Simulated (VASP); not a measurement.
# SnTe (Imm2) in VASP: a series of runs

SnTe is run at these levels: PBE; tasks: single point.

Everything below comes from runs of VASP 6.6.1. Logs are shortened: lines on timing, memory, paths and dates and some standing lists are left out, and cuts for length are marked.

### 1 The cell of the first run

The structure is orthorhombic, space group Imm2 (No. 44). Conventional cell: a = 4.464 Å, b = 6.313 Å, c = 4.464 Å, α = 90.00°, β = 90.00°, γ = 90.00°. Sn (site symmetry mm2) has 6 Te at 3.09 to 3.23 Å within 4.1 Å. Te (site symmetry mm2) has 6 Sn at 3.09 to 3.23 Å within 4.1 Å.

### 2 Single point, PBE (all Te atoms moved -0.100 Å, as atom 2 along Cartesian [1 1 0])

Contents of INCAR:

```
SYSTEM = SnTe
PREC     = Accurate       ! precision mode
ENCUT    = 520            ! plane-wave cutoff, eV
EDIFF    = 1E-7           ! SCF threshold, eV
ISMEAR   = 0              ! smearing method
SIGMA    = 0.03           ! smearing width, eV
LREAL    = .False.        ! projectors in reciprocal space
LASPH    = .True.         ! aspherical terms in the spheres
NELM     = 80             ! most SCF steps
ALGO     = Normal         ! electronic algorithm
ISIF     = 2              ! what is computed and relaxed
LWAVE    = .False.        ! write WAVECAR
LCHARG   = .False.        ! write CHGCAR
GGA      = PE             ! functional
NBANDS   = 17             ! bands
```

Contents of KPOINTS:

```
regular mesh
0
Gamma
  10 10 10
  0 0 0
```

Contents of POSCAR:

```
SnTe
1.0
    0.0000000000      3.1565000000      3.1565000000
    3.1565000000      0.0000000000      3.1565000000
    3.1565000000      3.1565000000      0.0000000000
Sn Te
1 1
Direct
    0.0000000000      0.0000000000      0.0000000000
    0.5000000000      0.5000000000      0.4775983912
```

Potentials or basis: VASP PAW PBE potentials, release 64 (Sn_d, Te).

Launch:

```
$ cat potpaw_PBE.64/Sn_d/POTCAR potpaw_PBE.64/Te/POTCAR > POTCAR
$ mpirun -np 1 vasp_std > vasp.out
```

OUTCAR:

```text
SYSTEM = SnTe
   PREC = Accurate
   ENCUT = 520
   EDIFF = 1E-7
   ISMEAR = 0
   LREAL = .False.
   LASPH = .True.
   NELM = 80
   ISIF = 2
   GGA = PE

 ion  position               nearest neighbor table
   1  0.000  0.000  0.000-   2 3.09   2 3.09   2 3.16   2 3.16   2 3.23   2 3.23
   2  0.500  0.500  0.478-   1 3.09   1 3.09   1 3.16   1 3.16   1 3.23   1 3.23

  LATTYP: Found a face centered cubic cell.
 ALAT       =     6.3130000000

  Lattice vectors:

 A1 = (   0.0000000000,   3.1565000000,   3.1565000000)
 A2 = (   3.1565000000,   0.0000000000,   3.1565000000)
 A3 = (   3.1565000000,   3.1565000000,   0.0000000000)

Analysis of symmetry for initial positions (statically):
=====================================================================
 Subroutine PRICEL returns:
 Original cell was already a primitive cell.

 Routine SETGRP: Setting up the symmetry group for a
 face centered cubic supercell.

 Subroutine GETGRP returns: Found  4 space group operations
 (whereof  4 operations were pure point group operations)
 out of a pool of 48 trial point group operations.

The static configuration has the point symmetry C_2v.

Analysis of symmetry for dynamics (positions and initial velocities):
=====================================================================
 Subroutine PRICEL returns:
 Original cell was already a primitive cell.

 Routine SETGRP: Setting up the symmetry group for a
 face centered cubic supercell.

 Subroutine GETGRP returns: Found  4 space group operations
 (whereof  4 operations were pure point group operations)
 out of a pool of 48 trial point group operations.

The dynamic configuration has the point symmetry C_2v.

 Subroutine INISYM returns: Found  4 space group operations
 (whereof  4 operations are pure point group operations),
 and found     1 'primitive' translations

----------------------------------------------------------------------------------------

                                     Primitive cell

  volume of cell :      62.8995

  direct lattice vectors                    reciprocal lattice vectors
     0.000000000  3.156500000  3.156500000    -0.158403295  0.158403295  0.158403295
     3.156500000  0.000000000  3.156500000     0.158403295 -0.158403295  0.158403295
     3.156500000  3.156500000  0.000000000     0.158403295  0.158403295 -0.158403295

  length of vectors
     4.463965110  4.463965110  4.463965110     0.274362555  0.274362555  0.274362555

  position of ions in fractional coordinates (direct lattice)
     0.000000000  0.000000000  0.000000000
     0.500000000  0.500000000  0.477598391

  ion indices of the primitive-cell ions
   primitive index   ion index
                 1           1
                 2           2

----------------------------------------------------------------------------------------

 KPOINTS: regular mesh

Automatic generation of k-mesh.
 Grid dimensions read from file:
 generate k-points for:   10   10   10

 Generating k-lattice:

  Cartesian coordinates                     Fractional coordinates (reciprocal lattice)
    -0.015840329  0.015840329  0.015840329     0.100000000  0.000000000  0.000000000
     0.015840329 -0.015840329  0.015840329     0.000000000  0.100000000  0.000000000
     0.015840329  0.015840329 -0.015840329     0.000000000  0.000000000  0.100000000

  Length of vectors
     0.027436255  0.027436255  0.027436255

  Shift w.r.t. Gamma in fractional coordinates (k-lattice)
     0.000000000  0.000000000  0.000000000

 Subroutine IBZKPT returns following result:
 ===========================================

 Found    171 irreducible k-points:

 Following reciprocal coordinates:
            Coordinates               Weight
  0.000000  0.000000  0.000000      1.000000
  0.100000  0.000000  0.000000      4.000000
  0.000000  0.000000  0.100000      4.000000
  0.200000  0.000000  0.000000      4.000000
  0.000000  0.000000  0.200000      4.000000
  0.300000  0.000000  0.000000      4.000000
[... 16 lines left out ...]
  0.000000  0.400000  0.100000      8.000000
  0.100000  0.000000  0.400000      8.000000
 [... further k-points ...]
   k-points           NKPTS =    171   k-points in BZ     NKDIM =    171   number of bands    NBANDS=     17
   number of dos      NEDOS =    301   number of ions     NIONS =      2
   total plane-waves  NPLWV =  46656
   dimension x,y,z NGX =    36 NGY =   36 NGZ =   36
   dimension x,y,z NGXF=    72 NGYF=   72 NGZF=   72
   ions per type =               1   1
   NGX,Y,Z   is equivalent  to a cutoff of  13.41, 13.41, 13.41 a.u.
   NGXF,Y,Z  is equivalent  to a cutoff of  26.81, 26.81, 26.81 a.u.
 SYSTEM =  SnTe
   PREC   = accura    normal or accurate (medium, high low for compatibility)
   ISTART =      0    job   : 0-new  1-cont  2-samecut
   ICHARG =      2    charge: 1-file 2-atom 10-const
   ISPIN  =      1    spin polarized calculation?
   LNONCOLLINEAR =      F non collinear calculations
   LSORBIT =      F    spin-orbit coupling
   LASPH  =      T    aspherical Exc in radial PAW
   ENCUT  =  520.0 eV  38.22 Ry    6.18 a.u.   8.30  8.30  8.30*2*pi/ulx,y,z
   NELM   =     80;   NELMIN=  2; NELMDL= -5     # of ELM steps
   EDIFF  = 0.1E-06   stopping-criterion for ELM
   LREAL  =      F    real-space projection
   EDIFFG = 0.1E-05   stopping-criterion for IOM
   NSW    =      0    number of steps for IOM
   IBRION =     -1    ionic relax: 0-MD 1-quasi-New 2-CG
   NFREE  =      0    steps in history (QN), initial steepest desc. (CG)
   ISIF   =      2    stress and relaxation
   ISYM   =      2    0-nonsym 1-usesym 2-fastsym
   POTIM  = 0.5000    time-step for ionic-motion
   TEBEG  =    0.0;   TEEND  =   0.0 temperature during run
   PSTRESS=    0.0 pullay stress
   NELECT =      20.0000    total number of electrons
   NUPDOWN=      -1.0000    fix difference up-down
   EMIN   =  10.00;   EMAX   =-10.00  energy-range for DOS
   EFERMI =   0.00;   METHOD = LEGACY
   ISMEAR =     0;   SIGMA  =   0.03  broadening in eV -4-tet -1-fermi 0-gaus
   EFERMI_NEDOS =   21; number of points for ismear=-14 and -15
   IALGO  =     38    algorithm
   IMIX   =      4    mixing-type and parameters
     AMIX     =   0.40;   BMIX     =  1.00
     AMIX_MAG =   1.60;   BMIX_MAG =  1.00
  volume/ion in A,a.u.               =      31.45       212.23
  Fermi-wavevector in a.u.,A,eV,Ry     =   1.117384  2.111549 16.987507  1.248547
  Thomas-Fermi vector in A             =   2.254006
   LORBIT       =      0    0 simple, 1 ext, 2 COOP (PROOUT), +10 PAW based schemes
   GGA     = PE    functional components
   LHFCALC =     F    Hartree Fock is set to
   AEXX    =    0.0000 exact exchange contribution
   IVDW    =     0    specifies the selected vdW correction
   LEPSILON=     F    determine dielectric tensor
   LRPA    =     F    only Hartree local field effects (RPA)
 non-spin polarized calculation
 Gauss-broadening in eV      SIGMA  =   0.03
  energy-cutoff  :      520.00
  volume of cell :       62.90
 maximum number of plane-waves:      1717
 NGX is ok and might be reduce to    36
   NGX = 17   NGY = 17   NGZ = 17

 number of electron      19.9999999 magnetization

 Free energy of the ion-electron system (eV)
  ---------------------------------------------------
  ext. energy  EPLUGINS =         0.00000000
  ---------------------------------------------------
  free energy    TOTEN  =        -7.54565334 eV

  energy without entropy =       -7.54562439  energy(sigma->0) =       -7.54563887

 E-fermi :   6.9459     XC(G=0):  -9.4677

 val. band max:        6.9182840378   @ k =   0.5000   0.0000   0.0000
 cond. band min:       6.9735887299   @ k =   0.5000   0.0000   0.0000
 fundamental gap:      0.0553046921
 Fermi energy:         6.9459363837

 k-point     1 :       0.0000    0.0000    0.0000
  band No.  band energies     occupation
      1     -15.0003      2.00000
      2     -14.9995      2.00000
      3     -14.9945      2.00000
      4     -14.9941      2.00000
      5     -14.9933      2.00000
      6      -5.8840      2.00000
[... 9 lines left out ...]
     16      11.7262      0.00000
     17      13.7221      0.00000

 k-point     2 :       0.1000    0.0000    0.0000
  band No.  band energies     occupation
      1     -15.0006      2.00000
      2     -14.9999      2.00000
      3     -14.9943      2.00000
      4     -14.9936      2.00000
      5     -14.9929      2.00000
      6      -5.8000      2.00000
[... 9 lines left out ...]
     16      11.9005      0.00000
     17      14.3752      0.00000

 k-point     3 :       0.0000    0.0000    0.1000
  band No.  band energies     occupation
      1     -15.0007      2.00000
      2     -14.9999      2.00000
      3     -14.9940      2.00000
      4     -14.9939      2.00000
      5     -14.9928      2.00000
      6      -5.8004      2.00000
[... 9 lines left out ...]
     16      11.8995      0.00000
     17      14.3897      0.00000

 k-point     4 :       0.2000    0.0000    0.0000
  band No.  band energies     occupation
      1     -15.0017      2.00000
      2     -15.0012      2.00000
      3     -14.9937      2.00000
      4     -14.9919      2.00000
      5     -14.9915      2.00000
      6      -5.5572      2.00000
[... 9 lines left out ...]
     16      12.4466      0.00000
     17      15.8085      0.00000
[... 343 lines left out ...]
      1     -15.0060      2.00000
      2     -15.0024      2.00000
      3     -14.9925      2.00000
      4     -14.9890      2.00000
      5     -14.9876      2.00000
      6      -4.8707      2.00000
[... 9 lines left out ...]
     16      14.9551      0.00000
     17      16.7750      0.00000

 k-point    23 :       0.0000    0.4000    0.1000
  band No.  band energies     occupation
      1     -15.0057      2.00000
      2     -15.0027      2.00000
      3     -14.9930      2.00000
      4     -14.9887      2.00000
      5     -14.9874      2.00000
      6      -4.8694      2.00000
[... 9 lines left out ...]
     16      14.9470      0.00000
     17      16.7634      0.00000

 k-point    24 :       0.1000    0.0000    0.4000
  band No.  band energies     occupation
      1     -15.0057      2.00000
      2     -15.0029      2.00000
      3     -14.9928      2.00000
      4     -14.9890      2.00000
      5     -14.9871      2.00000
      6      -4.8761      2.00000
[... 9 lines left out ...]
     16      14.9650      0.00000
     17      16.7941      0.00000

 [... further k-points ...]
[... 5 lines left out ...]
  --------------------------------------------------------------------------------------
  -------------------------------------------------------------------------------------
  Total        0.8579373      0.8579373      0.8019691      0.0226375      0.0000000      0.0000000
  in kB       21.8533868     21.8533868     20.4277640      0.5766222      0.0000000      0.0000000
  external PRESSURE =      21.3781792 kB  Pullay stress =       0.0000000 kB

 VOLUME and BASIS-vectors are now :
 -----------------------------------------------------------------------------
  energy-cutoff  :      520.00
  volume of cell :       62.90
      direct lattice vectors                 reciprocal lattice vectors
     0.000000000  3.156500000  3.156500000    -0.158403295  0.158403295  0.158403295
     3.156500000  0.000000000  3.156500000     0.158403295 -0.158403295  0.158403295
     3.156500000  3.156500000  0.000000000     0.158403295  0.158403295 -0.158403295

 POSITION                                       TOTAL-FORCE (eV/Angst)
 -----------------------------------------------------------------------------------
      0.00000      0.00000      0.00000        -0.028834     -0.028834      0.000000
      3.08579      3.08579      3.15650         0.028834      0.028834      0.000000
 -----------------------------------------------------------------------------------
    total drift:                                0.000075      0.000075     -0.000000

  FREE ENERGIE OF THE ION-ELECTRON SYSTEM (eV)
  ---------------------------------------------------
  free  energy   TOTEN  =        -7.5456533398 eV

  energy  without entropy=       -7.5456243915  energy(sigma->0) =       -7.54563887
```

Wall time 70 s (1 thread of Intel Xeon 6975P-C (Granite Rapids), shared host); peak memory 0.34 GiB.

What came out:

```
Free energy            : -7.5457 eV
Pressure               : 2.1 GPa
Largest force          : 0.041 eV/Å
Band gap on the k mesh : 0.06 eV, direct
```

Forces on the atoms (eV/Å):
```
Sn  -0.029 -0.029  0.000
Te   0.029  0.029  0.000
```

Caveat: the cell differs from its parent crystal (all Te atoms moved -0.100 Å, as atom 2 along Cartesian [1 1 0]); spin-orbit coupling is left out, which moves the levels of the heavy elements.

(Continued in part 2 of 2.)
